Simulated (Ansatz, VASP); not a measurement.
One calculation of Ga2PN, two programs

```
N Ga P
1.0
     3.35209    0.00000    0.00000
     0.00000    3.35209    0.00000
     0.00000    0.00000    4.73268
N Ga P
1 2 1
Direct
  0.00000 0.00000 0.00000
  0.00000 0.00000 0.50000
  0.50000 0.50000 0.00000
  0.50000 0.50000 0.50000
```

Alike in both runs: task single point; functional r2SCAN; k mesh 8 × 8 × 6; occupations fermi-dirac, width 0.02 eV; no spin polarisation.

|  | VASP | Ansatz |
| --- | --- | --- |
| version | VASP 6.6.1 | Ansatz 0.2.0 |
| potentials or method | VASP PAW PBE potentials, release 64 (N, Ga_d, P) | plane waves, PAW |
| plane-wave cutoff (eV) | 520 | 500 |
| valence electrons in the cell | 36 | 36 |

Ansatz gave:

```
pressure (GPa) : 0.0
```

Question: Which values does VASP return?

Answer: Pressure (GPa): 0.1.

VASP's potentials were made for PBE, not for r2SCAN.
